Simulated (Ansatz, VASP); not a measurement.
## SiGe in VASP and in Ansatz

INCAR

```
  ALGO = Normal
  EDIFF = 1E-6
  ENCUT = 520
  GGA = PS
  ISIF = 2
  ISMEAR = 0
  LASPH = T
  LCHARG = F
  LREAL = F
  LWAVE = F
  NBANDS = 26
  NELM = 80
  PREC = Accurate
  SIGMA = 0.03
```

File KPOINTS:

```
k-points
0
Gamma
  12 12 6
```

File POSCAR:

```
SiGe
1.0
    3.5885491402      0.0000000000      0.0000000000
   -1.7942745701      3.1077747182      0.0000000000
    0.0000000000      0.0000000000      6.1856570766
Si Ge
2 2
Direct
    0.6666666667      0.3333333333      0.8745463420
    0.3333333333      0.6666666667      0.3745463420
    0.6666666667      0.3333333333      0.5004526580
    0.3333333333      0.6666666667      0.0004526580
```

Input for Ansatz:

```yaml
crystal:
  lattice:
    - [3.5885491402, 0.0, 0.0]
    - [-1.7942745701, 3.1077747182, 0.0]
    - [0.0, 0.0, 6.1856570766]
  atoms:
    - { symbol: Si, position: [0.6666666667, 0.3333333333, 0.874546342] }
    - { symbol: Si, position: [0.3333333333, 0.6666666667, 0.374546342] }
    - { symbol: Ge, position: [0.6666666667, 0.3333333333, 0.500452658] }
    - { symbol: Ge, position: [0.3333333333, 0.6666666667, 0.000452658] }
basis:
  ecutwfc: 420
kpoints:
  mp_grid: { grid: [12, 12, 6] }
hamiltonian:
  xc: pbesol
scf:
  occupations: { method: gaussian, width: 0.03 }
output:
  forces: true
  stress: true
  eigenvalues: true
```

Change from the starting cell: strain -0.080 along x and y, -0.040 along z, atoms carried along.

Alike in both runs: task single point; functional PBEsol; k mesh 12 × 12 × 6; occupations gaussian, width 0.03 eV; no spin polarisation.

```csv
,VASP,Ansatz
version,VASP 6.6.1,Ansatz 0.2.0
potentials or method,"VASP PAW PBE potentials, release 64 (Si, Ge_d), cutoff 520 eV","scalar-relativistic, plane waves, PAW"
valence electrons in the cell,36,36
```

```csv
,VASP,Ansatz,Ansatz less VASP
gap on the k mesh at the Fermi level (eV),0.09,0.10,+0.004
least direct gap on the mesh (eV),1.49,1.48,-0.004
pressure (GPa),26.7,26.8,+0.09
"traceless stress, the component that is largest in VASP (GPa)",-9.69,-9.67,+0.017
rms of the force components (eV/Å),0.552,0.555,+0.0027
```

VASP's potentials were made for PBE, not for PBEsol. Atom by atom the forces differ by 0.003 eV/Å (rms over components). The functional is the same, so the differences come from potentials, cutoffs and numerics.
